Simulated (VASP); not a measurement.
Wanted: the native input for a VASP 6.6.1 run.

```yaml
Task: single point
Functional: PBE
Potentials_or_basis: VASP PAW PBE potentials, release 64 (Sb)
Cutoff: 520 eV
k_mesh: 8 × 8 × 8
Occupations: fermi-dirac, width 0.05 eV
Spin: no spin polarisation
Dipole_correction: no
Further_INCAR_settings: ALGO = Normal; EDIFF = 1e-06; NBANDS = 12
```

The structure of Sb lies in POSCAR:

```
Sb
1.0
    0.0000000000      3.2710663102      3.2710663102
    3.2710663102      0.0000000000      3.2710663102
    3.2710663102      3.2710663102      0.0000000000
Sb
2
Direct
   -0.1475000000     -0.1175000000     -0.1175000000
    0.1475000000      0.1175000000      0.1175000000
```

This cell differs from its parent crystal: shortest bond scaled by 0.94.

These files were run (other wordings do the same):

INCAR

```
  PREC = Accurate
  ENCUT = 520
  EDIFF = 1E-6
  ISMEAR = -1
  SIGMA = 0.05
  LREAL = False
  LASPH = True
  NELM = 100
  ALGO = Normal
  ISIF = 2
  LWAVE = False
  LCHARG = False
  GGA = PE
  NBANDS = 12
```

KPOINTS

```
Automatic mesh
0
Gamma
  8 8 8
```

Potentials or basis: VASP PAW PBE potentials, release 64 (Sb).

The run is started by

```bash
$ cat potpaw_PBE.64/Sb/POTCAR > POTCAR
$ mpirun -np 1 vasp_std > vasp.out
```

Results of the run:

```yaml
Pressure: 10.0 GPa
Largest_force: 1.125 eV/Å
Band_gap_on_the_k_mesh: zero (band 5 reaches 6.88 eV, above the bottom of band 6 at 5.35 eV)
```

Caveat: the cell differs from its parent crystal (shortest bond scaled by 0.94); spin-orbit coupling is left out, which moves the levels of the heavy elements; forces of over 1 eV/Å act on the atoms, so gaps and moduli don't describe the material at rest.

Wall time 36 s on 1 thread of Intel Xeon 6975P-C, with other jobs on the host, peak memory 0.22 GiB.
